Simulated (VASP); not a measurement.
Wanted: the native input for a VASP 6.6.1 run.

| Property | Result |
| --- | --- |
| Task | single point |
| Functional | PBE |
| Potentials or basis | VASP PAW PBE potentials, release 64 (Au) |
| Cutoff | 520 eV |
| k mesh | 8 × 8 × 8 |
| Occupations | gaussian, width 0.1 eV |
| Spin | no spin polarisation |
| Dipole correction | no |
| Further INCAR settings | ALGO = Fast; EDIFF = 1e-06; NBANDS = 12 |

The structure of Au lies in POSCAR:

```
Au
1.0
   -1.4276643351      1.4276643351      2.2149538279
    1.4276643351     -1.4276643351      2.2149538279
    1.4276643351      1.4276643351     -2.2149538279
Au
1
Direct
    0.0000000000      0.0000000000      0.0000000000
```

One way to write it, as run:

INCAR

```
SYSTEM = Au
PREC = Accurate ; ENCUT = 520
EDIFF = 1E-6 ; ISMEAR = 0
SIGMA = 0.1 ; LREAL = .False.
LASPH = .True. ; NELM = 60
ALGO = Fast ; ISIF = 2
LWAVE = .False. ; LCHARG = .True.
GGA = PE ; LELF = .True.
LVHAR = .True. ; NBANDS = 12
```

KPOINTS

```
Automatic mesh
0
Gamma
  8 8 8
  0 0 0
```

Potentials or basis: VASP PAW PBE potentials, release 64 (Au).

The run is started by

```bash
$ cat potpaw_PBE.64/Au/POTCAR > POTCAR
$ mpirun -np 1 vasp_std > vasp.out
```

Results of the run:

- Pressure: -0.2 GPa

Caveat: the k points lie up to 0.39 Å⁻¹ apart.

Run time: 5.6 s on 1 thread of Intel(R) Xeon(R) 6975P-C (Granite Rapids), with other jobs on the host, peak memory 0.14 GiB.
